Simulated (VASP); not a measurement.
A run of VASP 6.6.1 is set up as follows.

The input INCAR:

```
SYSTEM = CuCl
ALGO = Normal
EDIFF = 1E-6
ENCUT = 600
GGA = PE
GGA_COMPAT = .FALSE.
ISIF = 2
ISMEAR = 0
ISYM = 0
LASPH = .TRUE.
LCHARG = .TRUE.
LELF = .TRUE.
LREAL = .FALSE.
LVHAR = .TRUE.
LWAVE = .FALSE.
NBANDS = 16
NELM = 120
PREC = Accurate
SIGMA = 0.05
```

KPOINTS

```
Automatic mesh
0
Gamma
  12 12 12
  0.5 0.5 0.5
```

POSCAR

```
CuCl
1.0
    0.0000000000      2.6782434428      2.6782434428
    2.6782434428      0.0000000000      2.6782434428
    2.6782434428      2.6782434428      0.0000000000
Cu Cl
1 1
Direct
    0.0000000000      0.0000000000      0.0000000000
    0.7500000000      0.7500000000      0.7500000000
```

Potentials or basis: VASP PAW PBE potentials, release 64 (Cu, Cl).

Run with:

```console
$ cat potpaw_PBE.64/Cu/POTCAR potpaw_PBE.64/Cl/POTCAR > POTCAR
$ mpirun -np 1 vasp_std > vasp.out
```

(1) Estimate the pressure.

(2) What does it give for the band gap on the k mesh?

Results:

(1) 2.2 GPa.

(2) 0.72 eV.

Caveat: a shifted mesh leaves out Γ, where band edges can lie.
